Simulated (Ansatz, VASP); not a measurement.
One calculation of CuP, two programs

```
CELL_PARAMETERS angstrom
3.13515 0.00000 0.00000
0.00000 3.13515 0.00000
0.00000 0.00000 3.13515
ATOMIC_POSITIONS crystal
Cu 0.00000 0.00000 0.00000
P 0.50000 0.50000 0.50000
```

Alike in both runs: task relaxation of cell and atoms; functional PBE; k mesh 6 × 6 × 6; occupations gaussian, width 0.1 eV; no spin polarisation.

|  | VASP | Ansatz |
| --- | --- | --- |
| version | VASP 6.6.1 | Ansatz 0.2.0 |
| potentials or method | VASP PAW PBE potentials, release 64 (Cu, P), cutoff 600 eV | scalar-relativistic, plane waves, PAW |
| valence electrons in the cell | 16 | 24 |

Ansatz gave:

- gap on the k mesh at the Fermi level, each at its own relaxed structure (eV): none
- relaxed volume (Å³/atom): 13.78
- relaxed cell length with the largest relative difference (Å): 3.021

Q: Which values does VASP return?

A: gap on the k mesh at the Fermi level, each at its own relaxed structure (eV): none; relaxed volume (Å³/atom): 13.81; relaxed cell length with the largest relative difference (Å): 3.023.

A gap of «none» marks a metal or a gap that the smearing closes. VASP's potentials hold 16 valence electrons a cell and Ansatz's 24, so a difference there can come from the potentials and not from the codes.
